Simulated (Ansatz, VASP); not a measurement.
CoSi2 in VASP and in Ansatz

The input INCAR:

```
PREC = Accurate ; ENCUT = 520
EDIFF = 1E-7 ; ISMEAR = 0
SIGMA = 0.15 ; LREAL = F
LASPH = T ; NELM = 60
ALGO = Normal ; ISIF = 2
LWAVE = F ; LCHARG = T
GGA = PS ; LELF = T
LVHAR = T ; NBANDS = 16
```

The input KPOINTS:

```
Automatic mesh
0
Gamma
  14 14 14
```

POSCAR

```
CoSi2
1.0
    0.0000000000      2.7227620041      2.7227620041
    2.7227620041      0.0000000000      2.7227620041
    2.7227620041      2.7227620041      0.0000000000
Co Si
1 2
Direct
    0.0120558520     -0.0120558520     -0.0120558520
    0.2373510795      0.2626489205      0.2626489205
    0.7373510795      0.7626489205      0.7626489205
```

Input for Ansatz:

```yaml
crystal:
  lattice:
    - [0.0, 2.7227620041, 2.7227620041]
    - [2.7227620041, 0.0, 2.7227620041]
    - [2.7227620041, 2.7227620041, 0.0]
  atoms:
    - { symbol: Co, position: [0.012055852, -0.012055852, -0.012055852] }
    - { symbol: Si, position: [0.2373510795, 0.2626489205, 0.2626489205] }
    - { symbol: Si, position: [0.7373510795, 0.7626489205, 0.7626489205] }
basis:
  ecutwfc: 520.0
kpoints:
  mp_grid: { grid: [14, 14, 14] }
hamiltonian:
  xc: pbesol
  pseudopotentials: { kind: paw, azcp: { folder: soft_1 } }
scf:
  occupations: { method: gaussian, width: 0.15 }
output:
  forces: true
  stress: true
  eigenvalues: true
```

Change from the starting cell: mode 4 frozen in at -0.067 Å, equal normal strain along x, y and z +0.0250.

Alike in both runs: task single point; functional PBEsol; k mesh 14 × 14 × 14; occupations gaussian, width 0.15 eV; no spin polarisation.

```csv
,VASP,Ansatz
version,VASP 6.6.1,Ansatz 0.2.0
potentials or method,"VASP PAW PBE potentials, release 64 (Co, Si), cutoff 520 eV","scalar-relativistic, plane waves, PAW"
valence electrons in the cell,17,25
```

Ansatz gave:

| Item | Value |
| --- | --- |
| gap on the k mesh at the Fermi level (eV) | none |
| pressure (GPa) | -10.9 |
| traceless stress, the component that is largest in VASP (GPa) | -0.31 |
| rms of the force components (eV/Å) | 0.505 |

Which values does VASP return?

gap on the k mesh at the Fermi level (eV): none; pressure (GPa): -10.8; traceless stress, the component that is largest in VASP (GPa): -0.33; rms of the force components (eV/Å): 0.510.

VASP's potentials were made for PBE, not for PBEsol, and Ansatz warns of the same on its side. Atom by atom the forces differ by 0.006 eV/Å (rms over components). A gap of «none» marks a metal or a gap that the smearing closes. With one functional, cell and mesh, what is left measures potentials, basis and numerics. VASP's potentials hold 17 valence electrons a cell and Ansatz's 25, so a difference there can come from the potentials and not from the codes.
